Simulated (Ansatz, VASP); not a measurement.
## NaF: VASP beside Ansatz

Contents of POSCAR:

```
NaF
1.0
    0.0000000000      2.3200000000      2.3200000000
    2.3200000000      0.0000000000      2.3200000000
    2.3200000000      2.3200000000      0.0000000000
Na F
1 1
Direct
    0.0000000000      0.0000000000      0.0000000000
    0.5000000000      0.5000000000      0.5000000000
```

File INCAR.step1:

```
  PREC = Accurate
  ENCUT = 520
  EDIFF = 1E-5
  ISMEAR = 0
  SIGMA = 0.01
  LREAL = False
  LASPH = True
  NELM = 60
  ALGO = Normal
  ISIF = 2
  LWAVE = True
  LCHARG = False
  NBANDS = 14
  GGA = PE
```

INCAR.step2

```
  PREC = Accurate
  ENCUT = 520
  EDIFF = 1E-6
  ISMEAR = 0
  SIGMA = 0.01
  LREAL = False
  LASPH = True
  NELM = 60
  ALGO = Normal
  ISIF = 2
  LWAVE = False
  LCHARG = False
  GGA = PE
  LHFCALC = True
  HFSCREEN = 0.2079
  PRECFOCK = Normal
  NBANDS = 14
  ISTART = 1
```

Contents of KPOINTS:

```
Automatic mesh
0
Gamma
  6 6 6
```

File input:

```
crystal:
  lattice:
    - [0.0, 2.32, 2.32]
    - [2.32, 0.0, 2.32]
    - [2.32, 2.32, 0.0]
  atoms:
    - { symbol: Na, position: [0.0, 0.0, 0.0] }
    - { symbol: F, position: [0.5, 0.5, 0.5] }
kpoints:
  mp_grid: { grid: [6, 6, 6] }
  band_path:
    path:
      - [0.0, 0.0, 0.0]
      - [0.5, 0.0, 0.5]
      - [0.625, 0.25, 0.625]
      - [0.375, 0.375, 0.75]
      - [0.5, 0.5, 0.5]
      - [0.5, 0.25, 0.75]
    npoints: 1
hamiltonian:
  xc: hse06
scf:
  occupations: { method: fixed }
  n_extra_bands: 4
output:
  forces: true
  stress: true
  eigenvalues: true
```

Alike in both runs: functional HSE06; k mesh 6 × 6 × 6; no spin polarisation.

|  | VASP | Ansatz |
| --- | --- | --- |
| version | VASP 6.6.1 | Ansatz 0.2.0 |
| potentials or method | VASP PAW PBE potentials, release 64 (Na_pv, F) | Ansatz PAW |
| plane-wave cutoff (eV) | 520 | 420 |
| occupations | gaussian, width 0.01 eV | fixed |
| valence electrons in the cell | 14 | 16 |
| task | single point | band structure |

```tsv
	VASP	Ansatz	Ansatz less VASP
gap on the k mesh at the Fermi level (eV)	8.43	8.46	+0.030
least direct gap on the mesh (eV)	8.43	8.46	+0.030
pressure (GPa)	0.0	-0.1	-0.10
```

VASP's potentials hold 14 valence electrons a cell and Ansatz's 16, so a difference there can come from the potentials and not from the codes.
